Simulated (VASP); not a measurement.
LiF, 2 atoms in the cell. Symmetry: Fm-3m, No. 225, cubic system. The conventional cell has a = 4.028 Å, b = 4.028 Å, c = 4.028 Å, α = 90.00°, β = 90.00°, γ = 90.00°. Within 2.7 Å of Li (site symmetry m-3m) lie 6 F at 2.01 Å. F (site symmetry m-3m) has 6 Li at 2.01 Å within 2.7 Å. 

* Program: VASP 6.6.1
* Task: relaxation of cell and atoms
* Functional: PBE
* Potentials or basis: VASP PAW PBE potentials, release 64 (Li_sv, F)
* Cutoff: 750 eV
* k mesh: 7 × 7 × 7
* Occupations: gaussian, width 0.01 eV
* Spin: no spin polarisation
* Target pressure: 1 GPa
* Dipole correction: no
* Further INCAR settings: ALGO = Normal; EDIFF = 1e-07; IBRION = 2; EDIFFG = -0.05; NSW = 50; ISIF = 3

Potentials or basis: VASP PAW PBE potentials, release 64 (Li_sv, F).

Command:

```console
$ cat potpaw_PBE.64/Li_sv/POTCAR potpaw_PBE.64/F/POTCAR > POTCAR
$ mpirun -np 1 vasp_std > vasp.out
```

Hardware: 1 thread of AMD EPYC 7R43 64-Core Processor (Zen 3) (shared host).

**Question.** Estimate the wall time of this run.

**Answer.** Run time: 7.6 s on 1 thread of AMD EPYC 7R43 64-Core Processor (Zen 3), with other jobs on the host, peak memory 0.11 GiB. Counts: scf iterations 13, k points 20, ion steps 1.
